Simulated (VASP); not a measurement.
The system is CdSe.

```
Cd Se
1.0
     0.00000    3.07027    3.07027
     3.07027    0.00000    3.07027
     3.07027    3.07027    0.00000
Cd Se
1 1
Direct
  0.00000 0.00000 0.00000
  0.75000 0.75000 0.75000
```

Base run:

* Program: VASP 6.6.1
* Functional: PBEsol
* Potentials or basis: VASP PAW PBE potentials, release 64 (Cd, Se)
* Cutoff: 500 eV
* k mesh: 5 × 5 × 5
* Occupations: gaussian, width 0.01 eV
* Spin: no spin polarisation

Its results: band gap on the k mesh 0.42 eV, direct; pressure -1.1 GPa.

Question: The run is repeated on the same cell with these changes: functional from PBEsol to PBE. What comes out?

Answer: Band gap on the k mesh 0.54 eV, direct; pressure 1.6 GPa.

PBE binds less tightly than PBEsol, so the same cell stands under more pressure.

Caveats: the PAW data sets were made with another functional, which shifts forces and pressure a little (some runs).

